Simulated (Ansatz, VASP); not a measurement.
# Te in VASP and in Ansatz

INCAR

```
ALGO     = Normal         # electronic algorithm
EDIFF    = 1E-6           # SCF threshold, eV
EDIFFG   = -0.01          # ionic threshold
ENCUT    = 600            # plane-wave cutoff, eV
GGA      = PE             # functional
IBRION   = 2              # ionic algorithm
ISIF     = 3              # what is computed and relaxed
ISMEAR   = 0              # smearing method
LASPH    = True           # aspherical terms in the spheres
LCHARG   = False          # write CHGCAR
LREAL    = False          # projectors in reciprocal space
LWAVE    = False          # write WAVECAR
NELM     = 80             # most SCF steps
NSW      = 100            # ionic steps
PREC     = Accurate       # precision mode
SIGMA    = 0.1            # smearing width, eV
```

Contents of KPOINTS:

```
k-points
0
Gamma
  6 6 6
```

File POSCAR:

```
Te
1.0
    6.1516751730      0.0000000000      0.0000000000
    0.0000000000      6.1516751730      0.0000000000
    0.0000000000      0.0000000000      6.1516751730
Te
8
Direct
    0.5000000000      0.5000000000      0.5000000000
    0.0000000000      0.0000000000      0.0000000000
    0.2500000000      0.0000000000      0.5000000000
    0.5000000000      0.2500000000      0.0000000000
    0.5000000000      0.7500000000      0.0000000000
    0.7500000000      0.0000000000      0.5000000000
    0.0000000000      0.5000000000      0.7500000000
    0.0000000000      0.5000000000      0.2500000000
```

Input for Ansatz:

```yaml
crystal:
  lattice:
    - [6.151675173, 0.0, 0.0]
    - [0.0, 6.151675173, 0.0]
    - [0.0, 0.0, 6.151675173]
  atoms:
    - { symbol: Te, position: [0.5, 0.5, 0.5] }
    - { symbol: Te, position: [0.0, 0.0, 0.0] }
    - { symbol: Te, position: [0.25, 0.0, 0.5] }
    - { symbol: Te, position: [0.5, 0.25, 0.0] }
    - { symbol: Te, position: [0.5, 0.75, 0.0] }
    - { symbol: Te, position: [0.75, 0.0, 0.5] }
    - { symbol: Te, position: [0.0, 0.5, 0.75] }
    - { symbol: Te, position: [0.0, 0.5, 0.25] }
basis:
  ecutwfc: 420
kpoints:
  mp_grid: { grid: [6, 6, 6] }
hamiltonian:
  xc: pbe
scf:
  occupations: { method: gaussian, width: 0.1 }
output:
  forces: true
  stress: true
  eigenvalues: true
relax:
  adjacent_minimum: "off"
  f_tol: 0.01
  max_steps: 80
  cell: { stress_tol: 0.05 }
```

Alike in both runs: task relaxation of cell and atoms; functional PBE; k mesh 6 × 6 × 6; occupations gaussian, width 0.1 eV; no spin polarisation.

|  | VASP | Ansatz |
| --- | --- | --- |
| version | VASP 6.6.1 | Ansatz 0.2.0 |
| potentials or method | VASP PAW PBE potentials, release 64 (Te), cutoff 600 eV | scalar-relativistic, plane waves, PAW |
| valence electrons in the cell | 48 | 128 |

VASP gave:

- gap on the k mesh at the Fermi level, each at its own relaxed structure (eV): none
- relaxed volume (Å³/atom): 28.89
- relaxed length of the cell vector where the two differ most in proportion (Å): 6.137

Q: Estimate Ansatz's values.

A: gap on the k mesh at the Fermi level, each at its own relaxed structure (eV): none; relaxed volume (Å³/atom): 28.93; relaxed length of the cell vector where the two differ most in proportion (Å): 6.140.

A gap of «none» marks a metal or a gap that the smearing closes. VASP's potentials hold 48 valence electrons a cell and Ansatz's 128, so a difference there can come from the potentials and not from the codes.

Spin-orbit coupling is off throughout. Noted on VASP's run: too few bands were computed for a metal, which touches its energy and stress.
